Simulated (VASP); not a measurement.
# Hf (P6_3/mmc) in VASP: notebook

Hf is run at these levels: PBE; tasks: single point, relaxation of cell and atoms.

All numbers are computed with VASP 6.6.1; they aren't measurements. Logs are shortened: lines on timing, memory, paths and dates and some standing lists are left out, and cuts for length are marked.

### Step 1. The cell of the first run

Symmetry: P6_3/mmc, No. 194, hexagonal system. The conventional cell has a = 3.205 Å, b = 3.205 Å, c = 5.074 Å, α = 90.00°, β = 90.00°, γ = 120.00°. Hf (site symmetry -6m2) has 12 Hf at 3.14 to 3.20 Å within 4.1 Å.

### Step 2. Single point, PBE

Contents of INCAR:

```
PREC = Accurate
ENCUT = 520
EDIFF = 1E-6
ISMEAR = -1
SIGMA = 0.1
LREAL = F
LASPH = T
NELM = 60
ALGO = Normal
ISIF = 2
LWAVE = F
LCHARG = F
GGA = PE
NBANDS = 17
```

Contents of KPOINTS:

```
Automatic mesh
0
Gamma
  11 11 6
```

Contents of POSCAR:

```
Hf
1.0
    3.2045059552      0.0000000000      0.0000000000
   -1.6022529776      2.7751835638      0.0000000000
    0.0000000000      0.0000000000      5.0738215932
Hf
2
Direct
    0.3333333333      0.6666666667      0.2500000000
    0.6666666667      0.3333333333      0.7500000000
```

Potentials or basis: VASP PAW PBE potentials, release 64 (Hf_pv).

The run is started by

```sh
cat potpaw_PBE.64/Hf_pv/POTCAR > POTCAR
mpirun -np 1 vasp_std > vasp.out
```

OUTCAR:

```text
PREC = Accurate
   ENCUT = 520
   EDIFF = 1E-6
   ISMEAR = -1
   LREAL = F
   LASPH = T
   NELM = 60
   ISIF = 2
   GGA = PE

 ion  position               nearest neighbor table
   1  0.333  0.667  0.250-   2 3.14   2 3.14   2 3.14   2 3.14   2 3.14   2 3.14
   2  0.667  0.333  0.750-   1 3.14   1 3.14   1 3.14   1 3.14   1 3.14   1 3.14

  LATTYP: Found a hexagonal cell.
 ALAT       =     3.2045059552
 C/A-ratio  =     1.5833397298

  Lattice vectors:

 A1 = (   3.2045059552,   0.0000000000,   0.0000000000)
 A2 = (  -1.6022529776,   2.7751835638,   0.0000000000)
 A3 = (   0.0000000000,   0.0000000000,   5.0738215932)

Analysis of symmetry for initial positions (statically):
=====================================================================
 Subroutine PRICEL returns:
 Original cell was already a primitive cell.

 Routine SETGRP: Setting up the symmetry group for a
 hexagonal supercell.

 Subroutine GETGRP returns: Found 24 space group operations
 (whereof 12 operations were pure point group operations)
 out of a pool of 24 trial point group operations.

The static configuration has the point symmetry D_3d.
 The point group associated with its full space group is D_6h.

Analysis of symmetry for dynamics (positions and initial velocities):
=====================================================================
 Subroutine PRICEL returns:
 Original cell was already a primitive cell.

 Routine SETGRP: Setting up the symmetry group for a
 hexagonal supercell.

 Subroutine GETGRP returns: Found 24 space group operations
 (whereof 12 operations were pure point group operations)
 out of a pool of 24 trial point group operations.

The dynamic configuration has the point symmetry D_3d.
 The point group associated with its full space group is D_6h.

 Subroutine INISYM returns: Found 24 space group operations
 (whereof 12 operations are pure point group operations),
 and found     1 'primitive' translations

----------------------------------------------------------------------------------------

                                     Primitive cell

  volume of cell :      45.1220

  direct lattice vectors                    reciprocal lattice vectors
     3.204505955  0.000000000  0.000000000     0.312060584  0.180168262  0.000000000
    -1.602252978  2.775183564  0.000000000     0.000000000  0.360336524  0.000000000
     0.000000000  0.000000000  5.073821593     0.000000000  0.000000000  0.197090099

  length of vectors
     3.204505955  3.204505955  5.073821593     0.360336524  0.360336524  0.197090099

  position of ions in fractional coordinates (direct lattice)
     0.333333333  0.666666667  0.250000000
     0.666666667  0.333333333  0.750000000

  ion indices of the primitive-cell ions
   primitive index   ion index
                 1           1
                 2           2

----------------------------------------------------------------------------------------

 KPOINTS: Automatic mesh

Automatic generation of k-mesh.
 Grid dimensions read from file:
 generate k-points for:   11   11    6

 Generating k-lattice:

  Cartesian coordinates                     Fractional coordinates (reciprocal lattice)
     0.028369144  0.016378933  0.000000000     0.090909091  0.000000000  0.000000000
     0.000000000  0.032757866  0.000000000     0.000000000  0.090909091  0.000000000
     0.000000000  0.000000000  0.032848350     0.000000000  0.000000000  0.166666667

  Length of vectors
     0.032757866  0.032757866  0.032848350

  Shift w.r.t. Gamma in fractional coordinates (k-lattice)
     0.000000000  0.000000000  0.000000000

 Subroutine IBZKPT returns following result:
 ===========================================

 Found     64 irreducible k-points:

 Following reciprocal coordinates:
            Coordinates               Weight
  0.000000  0.000000  0.000000      1.000000
  0.090909 -0.000000  0.000000      6.000000
  0.181818 -0.000000  0.000000      6.000000
  0.272727  0.000000  0.000000      6.000000
  0.363636 -0.000000  0.000000      6.000000
  0.454545 -0.000000  0.000000      6.000000
[... 16 lines left out ...]
  0.090909  0.090909  0.166667     12.000000
  0.181818  0.090909  0.166667     24.000000
 [... further k-points ...]
   k-points           NKPTS =     64   k-points in BZ     NKDIM =     64   number of bands    NBANDS=     17
   number of dos      NEDOS =    301   number of ions     NIONS =      2
   total plane-waves  NPLWV =  23040
   dimension x,y,z NGX =    24 NGY =   24 NGZ =   40
   dimension x,y,z NGXF=    48 NGYF=   48 NGZF=   80
   ions per type =               2
   NGX,Y,Z   is equivalent  to a cutoff of  12.45, 12.45, 13.11 a.u.
   NGXF,Y,Z  is equivalent  to a cutoff of  24.90, 24.90, 26.21 a.u.
 SYSTEM =  unknown system
   PREC   = accura    normal or accurate (medium, high low for compatibility)
   ISTART =      0    job   : 0-new  1-cont  2-samecut
   ICHARG =      2    charge: 1-file 2-atom 10-const
[... 101 lines left out ...]
      3     -25.6921      2.00000
      4     -25.5987      2.00000
      5     -25.4607      2.00000
      6     -25.4219      2.00000
[... 9 lines left out ...]
     16       8.6972      0.00000
     17      10.9936      0.00000

 k-point     5 :       0.3636   -0.0000    0.0000
  band No.  band energies     occupation
      1     -25.9568      2.00000
      2     -25.9515      2.00000
      3     -25.8241      2.00000
      4     -25.6408      2.00000
      5     -25.5224      2.00000
      6     -25.4454      2.00000
[... 9 lines left out ...]
     16       9.8616      0.00000
     17      11.1748      0.00000

 k-point     6 :       0.4545   -0.0000    0.0000
  band No.  band energies     occupation
      1     -26.0405      2.00000
      2     -25.9001      2.00000
      3     -25.8736      2.00000
      4     -25.6653      2.00000
      5     -25.5785      2.00000
      6     -25.4597      2.00000
[... 9 lines left out ...]
     16      10.9476      0.00000
     17      11.2525      0.00000

 k-point     7 :       0.0909    0.0909    0.0000
  band No.  band energies     occupation
      1     -26.1558      2.00000
      2     -25.6135      2.00000
      3     -25.5632      2.00000
      4     -25.4834      2.00000
      5     -25.4036      2.00000
      6     -25.3988      2.00000
[... 9 lines left out ...]
     16       7.5762      0.00000
     17      10.5329      0.00000

 k-point     8 :       0.1818    0.0909    0.0000
  band No.  band energies     occupation
      1     -26.0826      2.00000
      2     -25.7385      2.00000
      3     -25.6698      2.00000
      4     -25.5569      2.00000
      5     -25.4420      2.00000
      6     -25.4292      2.00000
[... 9 lines left out ...]
     16       8.5043      0.00000
     17      10.7732      0.00000
[... 203 lines left out ...]
      1     -26.1002      2.00000
      2     -25.6452      2.00000
      3     -25.5849      2.00000
      4     -25.5409      2.00000
      5     -25.4256      2.00000
      6     -25.4079      2.00000
[... 9 lines left out ...]
     16       7.8346      0.00000
     17      10.6303      0.00000

 k-point    20 :       0.2727    0.0000    0.1667
  band No.  band energies     occupation
      1     -26.0447      2.00000
      2     -25.7845      2.00000
      3     -25.7252      2.00000
      4     -25.5870      2.00000
      5     -25.4642      2.00000
      6     -25.4339      2.00000
[... 9 lines left out ...]
     16       8.6009      0.00000
     17      10.8313      0.00000

 k-point    21 :       0.3636   -0.0000    0.1667
  band No.  band energies     occupation
      1     -26.0403      2.00000
      2     -25.8869      2.00000
      3     -25.8128      2.00000
      4     -25.6280      2.00000
      5     -25.5132      2.00000
      6     -25.4587      2.00000
[... 9 lines left out ...]
     16       9.6583      0.00000
     17      10.9815      0.00000

 k-point    22 :       0.4545   -0.0000    0.1667
  band No.  band energies     occupation
      1     -26.0871      2.00000
      2     -25.9507      2.00000
      3     -25.7947      2.00000
      4     -25.6518      2.00000
      5     -25.5571      2.00000
      6     -25.4737      2.00000
[... 9 lines left out ...]
     16      10.7948      0.00000
     17      11.1491      0.00000

 k-point    23 :       0.0909    0.0909    0.1667
  band No.  band energies     occupation
      1     -26.1146      2.00000
      2     -25.5992      2.00000
      3     -25.5715      2.00000
      4     -25.5154      2.00000
      5     -25.4140      2.00000
      6     -25.4086      2.00000
[... 9 lines left out ...]
     16       7.8812      0.00000
     17      10.5152      0.00000

 k-point    24 :       0.1818    0.0909    0.1667
  band No.  band energies     occupation
      1     -26.0616      2.00000
      2     -25.7209      2.00000
      3     -25.6857      2.00000
      4     -25.5690      2.00000
      5     -25.4486      2.00000
      6     -25.4357      2.00000
[... 9 lines left out ...]
     16       8.5375      0.00000
     17      10.6612      0.00000

 [... further k-points ...]

------------------------ aborting loop because EDIFF is reached ----------------------------------------

  FORCE on cell =-STRESS in cart. coord.  units (eV):
  Direction    XX          YY          ZZ          XY          YZ          ZX
  --------------------------------------------------------------------------------------
  -------------------------------------------------------------------------------------
  Total       -0.1177184     -0.1177184     -0.1423259      0.0000000      0.0000000      0.0000000
  in kB       -4.1799117     -4.1799117     -5.0536661      0.0000000      0.0000000      0.0000000
  external PRESSURE =      -4.4711632 kB  Pullay stress =       0.0000000 kB

 VOLUME and BASIS-vectors are now :
 -----------------------------------------------------------------------------
  energy-cutoff  :      520.00
  volume of cell :       45.12
      direct lattice vectors                 reciprocal lattice vectors
     3.204505955  0.000000000  0.000000000     0.312060584  0.180168262  0.000000000
    -1.602252978  2.775183564  0.000000000     0.000000000  0.360336524  0.000000000
     0.000000000  0.000000000  5.073821593     0.000000000  0.000000000  0.197090099

 POSITION                                       TOTAL-FORCE (eV/Angst)
 -----------------------------------------------------------------------------------
     -0.00000      1.85012      1.26846         0.000000      0.000000      0.000000
      1.60225      0.92506      3.80537        -0.000000      0.000000      0.000000
 -----------------------------------------------------------------------------------
    total drift:                               -0.000000      0.000000     -0.000000

  FREE ENERGIE OF THE ION-ELECTRON SYSTEM (eV)
  ---------------------------------------------------
  free  energy   TOTEN  =       -19.8762906010 eV

  energy  without entropy=      -19.8186988859  energy(sigma->0) =      -19.84749474
```

Wall time 21 s (1 thread of Intel Xeon Platinum 8488C (Sapphire Rapids), shared host); peak memory 0.18 GiB.

Results:

```yaml
Free_energy: -19.8763 eV
Pressure: -0.4 GPa
Band_gap_on_the_k_mesh: zero (bands 10 and 11 overlap by 1.48 eV)
```

Stress tensor (GPa, compression positive):
```
-0.42  0.00  0.00
 0.00 -0.42  0.00
 0.00  0.00 -0.51
```

Levels at points of the mesh, in eV from the Fermi level:
```tsv
k point	band 8	band 9	band 10	band 11	band 12	band 13
(0.00, 0.00, 0.00)	-3.67	0.62	1.20	1.20	1.46	2.01
(0.00, 0.00, 0.50)	-5.38	0.16	0.16	1.09	1.09	1.09
```

Caveat: spin-orbit coupling is left out, which moves the levels of the heavy elements.

### Step 3. Relaxation of cell and atoms, PBE

This run uses another cell than the first one, of 22.38 Å³/atom.

Contents of INCAR:

```
PREC = Accurate ; ENCUT = 600
EDIFF = 1E-7 ; ISMEAR = -1
SIGMA = 0.1 ; LREAL = False
LASPH = True ; NELM = 60
ALGO = Normal ; ISIF = 3
LWAVE = False ; LCHARG = False
GGA = PE ; IBRION = 2
NSW = 80 ; EDIFFG = -0.01
```

KPOINTS is that of step 2.

Contents of POSCAR:

```
Hf
1.0
    3.1966985242      0.0000000000      0.0000000000
   -1.5983492621      2.7684221302      0.0000000000
    0.0000000000      0.0000000000      5.0578000000
Hf
2
Direct
    0.3333333333      0.6666666667      0.2500000000
    0.6666666667      0.3333333333      0.7500000000
```

Potentials or basis: VASP PAW PBE potentials, release 64 (Hf_pv).

The run is started by

```sh
cat potpaw_PBE.64/Hf_pv/POTCAR > POTCAR
mpirun -np 1 vasp_std > vasp.out
```

Run time: 57 s. Hardware: 1 thread of Intel Xeon Platinum 8488C (Sapphire Rapids), shared host; peak memory 0.2 GiB.

The run converged. Its results:

| Item | Value |
| --- | --- |
| Free energy | -19.8769 eV |
| Relaxed volume | 22.47 Å³/atom |
| Relaxed cell | a = 3.201 Å, b = 3.201 Å, c = 5.065 Å, α = 90.00°, β = 90.00°, γ = 120.00° |
| Space group after relaxing (to 0.1 Å) | P6_3/mmc (No. 194) |
| Energy gained by relaxing | 0.1 meV/atom |
| Ionic steps | 3 |
| Pressure after relaxing | 0.0 GPa |
| Band gap on the k mesh | zero (bands 10 and 11 overlap by 1.48 eV) |

Step by step:
| step | energy change (eV) | largest force (eV/Å) | pressure (GPa) | volume (Å³) |
| --- | --- | --- | --- | --- |
| 1 | 0.0000 | 0.0000 | 0.43 | 44.76 |
| 2 | 0.0001 | 0.0000 | -0.51 | 45.15 |
| 3 | -0.0002 | 0.0000 | 0.00 | 44.94 |

Final structure:
```
CELL_PARAMETERS angstrom
3.20077 0.00000 0.00000
-1.60038 2.77195 0.00000
0.00000 0.00000 5.06474
ATOMIC_POSITIONS crystal
Hf 0.33333 0.66667 0.25000
Hf 0.66667 0.33333 0.75000
```

Levels at points of the mesh, in eV from the Fermi level:
```csv
k point,band 7,band 8,band 9,band 10,band 11,band 12,band 13,band 14
"(0.00, 0.00, 0.00)",-7.35,-3.68,0.64,1.20,1.20,1.47,2.01,2.01
"(0.00, 0.00, 0.50)",-5.38,-5.38,0.17,0.17,1.09,1.09,1.09,1.09
```

Caveat: spin-orbit coupling is left out, which moves the levels of the heavy elements.

### Step 4. Single point, PBE (19.85 Å³/atom)

This run uses another cell than the first one, of 19.85 Å³/atom.

Contents of INCAR:

```
ALGO = Normal ; EDIFF = 1E-6
ENCUT = 520 ; GGA = PE
ISIF = 2 ; ISMEAR = -1
LASPH = True ; LCHARG = False
LREAL = False ; LWAVE = False
NBANDS = 17 ; NELM = 80
PREC = Accurate ; SIGMA = 0.1
```

Contents of KPOINTS:

```
k-points
0
Gamma
  19 19 10
```

Contents of POSCAR:

```
Hf
1.0
    3.0708266931      0.0000000000      0.0000000000
   -1.5354133466      2.6594139269      0.0000000000
    0.0000000000      0.0000000000      4.8621619066
Hf
2
Direct
    0.3333333333      0.6666666667      0.2500000000
    0.6666666667      0.3333333333      0.7500000000
```

The run is started by

```sh
cat potpaw_PBE.64/Hf_pv/POTCAR > POTCAR
mpirun -np 1 vasp_std > vasp.out
```

Run time: 59 s. Hardware: 1 thread of Intel Xeon Platinum 8488C (Sapphire Rapids), shared host; peak memory 0.25 GiB.

It converged, with:

| Property | Result |
| --- | --- |
| Free energy | -19.6322 eV |
| Pressure | 16.4 GPa |
| Band gap on the k mesh | zero (bands 10 and 11 overlap by 1.65 eV) |

Stress tensor (GPa, compression positive):
```
16.16  0.00  0.00
 0.00 16.16  0.00
 0.00  0.00 16.89
```

Levels at points of the mesh, in eV from the Fermi level:
```
           k point  band 6  band 7  band 8  band 9  band 10  band 11  band 12  band 13  band 14  band 15
(0.00, 0.00, 0.00)  -29.74   -7.76   -4.09    1.14     1.21     1.21     1.53     2.17     2.17     2.91
(0.00, 0.00, 0.50)  -29.85   -5.56   -5.56    0.12     0.12     1.09     1.09     1.09     1.09     5.44
```

Caveat: the cell stands under pressure; spin-orbit coupling is left out, which moves the levels of the heavy elements.

### Step 5. Single point, PBE (20.76 Å³/atom)

This run uses another cell than the first one, of 20.76 Å³/atom.

Contents of INCAR:

```
PREC = Accurate ; ENCUT = 520
EDIFF = 1E-6 ; ISMEAR = -1
SIGMA = 0.1 ; LREAL = False
LASPH = True ; NELM = 100
ALGO = Normal ; ISIF = 2
LWAVE = False ; LCHARG = False
GGA = PE ; NBANDS = 17
```

Contents of KPOINTS:

```
regular mesh
0
Gamma
  19 19 10
```

Contents of POSCAR:

```
Hf
1.0
    3.1166666856      0.0000000000      0.0000000000
   -1.5583333428      2.6991125248      0.0000000000
    0.0000000000      0.0000000000      4.9347421878
Hf
2
Direct
    0.3333333333      0.6666666667      0.2500000000
    0.6666666667      0.3333333333      0.7500000000
```

The run is started by

```sh
cat potpaw_PBE.64/Hf_pv/POTCAR > POTCAR
mpirun -np 1 vasp_std > vasp.out
```

Wall time 63 s (1 thread of Intel Xeon Platinum 8488C (Sapphire Rapids), shared host); peak memory 0.27 GiB.

Results (log left out):

| Property | Result |
| --- | --- |
| Free energy | -19.7786 eV |
| Pressure | 9.7 GPa |
| Band gap on the k mesh | zero (bands 10 and 11 overlap by 1.67 eV) |

Stress tensor (GPa, compression positive):
```
9.61 0.00 0.00
0.00 9.61 0.00
0.00 0.00 9.95
```

Levels at points of the mesh, in eV from the Fermi level:
```csv
k point,band 8,band 9,band 10,band 11,band 12,band 13
"(0.00, 0.00, 0.00)",-3.94,0.94,1.21,1.21,1.51,2.12
"(0.00, 0.00, 0.50)",-5.50,0.14,0.14,1.10,1.10,1.10
```

Caveat: the cell stands under pressure; spin-orbit coupling is left out, which moves the levels of the heavy elements.

### Step 6. The runs side by side

| task | cell | k mesh | cutoff (eV) | gap on the mesh (eV) | pressure (GPa) |
| --- | --- | --- | --- | --- | --- |
| single point | a = 3.205, b = 3.205, c = 5.074 Å, angles 90.0, 90.0, 120.0°, 2 atoms | 11 × 11 × 6 | 520 | none | -0.4 |
| relaxation of cell and atoms | relaxed from a = 3.197, b = 3.197, c = 5.058 Å, angles 90.0, 90.0, 120.0°, 2 atoms | 11 × 11 × 6 | 600 | none | 0.0 |
| single point | a = 3.071, b = 3.071, c = 4.862 Å, angles 90.0, 90.0, 120.0°, 2 atoms | 19 × 19 × 10 | 520 | none | 16.4 |
| single point | a = 3.117, b = 3.117, c = 4.935 Å, angles 90.0, 90.0, 120.0°, 2 atoms | 19 × 19 × 10 | 520 | none | 9.7 |

Alike in all rows: level PBE; potentials or basis VASP PAW PBE potentials, release 64 (Hf_pv); no spin polarisation; smearing fermi-dirac 0.1 eV.

Caveats: spin-orbit coupling is left out, which moves the levels of the heavy elements; the cell stands under pressure (at least some runs).

Absolute energies hang on the potentials; compare differences alone.
